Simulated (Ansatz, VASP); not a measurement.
**Sr3Zn: VASP beside Ansatz**

File INCAR:

```
SYSTEM = Sr3Zn
  PREC = Accurate
  ENCUT = 520
  EDIFF = 1E-7
  ISMEAR = -1
  SIGMA = 0.05
  LREAL = .False.
  LASPH = .True.
  NELM = 80
  ALGO = Normal
  ISIF = 2
  LWAVE = .False.
  LCHARG = .False.
  GGA = PE
  NBANDS = 29
```

KPOINTS

```
Automatic mesh
0
Gamma
  5 5 5
  0 0 0
```

POSCAR

```
Sr3Zn
1.0
    5.5874191293      0.0000000000      0.0000000000
    0.0000000000      5.5874191293      0.0000000000
    0.0000000000      0.0000000000      5.5874191293
Sr Zn
3 1
Direct
    0.0000000000      0.5000000000      0.5000000000
    0.5000000000      0.5000000000      0.0000000000
    0.5000000000      0.0000000000      0.5000000000
    0.0000000000      0.0000000000      0.0000000000
```

Contents of input.yaml:

```yaml
crystal:
  lattice:
    - [5.5874191293, 0.0, 0.0]
    - [0.0, 5.5874191293, 0.0]
    - [0.0, 0.0, 5.5874191293]
  atoms:
    - { symbol: Sr, position: [0.0, 0.5, 0.5] }
    - { symbol: Sr, position: [0.5, 0.5, 0.0] }
    - { symbol: Sr, position: [0.5, 0.0, 0.5] }
    - { symbol: Zn, position: [0.0, 0.0, 0.0] }
hamiltonian:
  xc: pbe
  pseudopotentials: { kind: paw }
kpoints:
  mp_grid: { grid: [5, 5, 5] }
scf:
  occupations: { method: fermi_dirac, width: 0.05 }
output:
  forces: true
  stress: true
  eigenvalues: true
  write_density: true
  write_potential: true
  elf: true
  volumetric_format: npy
```

Alike in both runs: task single point; functional PBE; k mesh 5 × 5 × 5; occupations fermi-dirac, width 0.05 eV; no spin polarisation.

|  | VASP | Ansatz |
| --- | --- | --- |
| version | VASP 6.6.1 | Ansatz 0.2.0 |
| potentials or method | VASP PAW PBE potentials, release 64 (Sr_sv, Zn) | Ansatz PAW |
| plane-wave cutoff (eV) | 520 | 420 |
| valence electrons in the cell | 42 | 42 |

```csv
,VASP,Ansatz,Ansatz less VASP
gap on the k mesh at the Fermi level (eV),none,none,-
pressure (GPa),-0.7,-0.7,-0.02
```

A gap of «none» marks a metal or a gap that the smearing closes. The functional is the same, so the differences come from potentials, cutoffs and numerics.
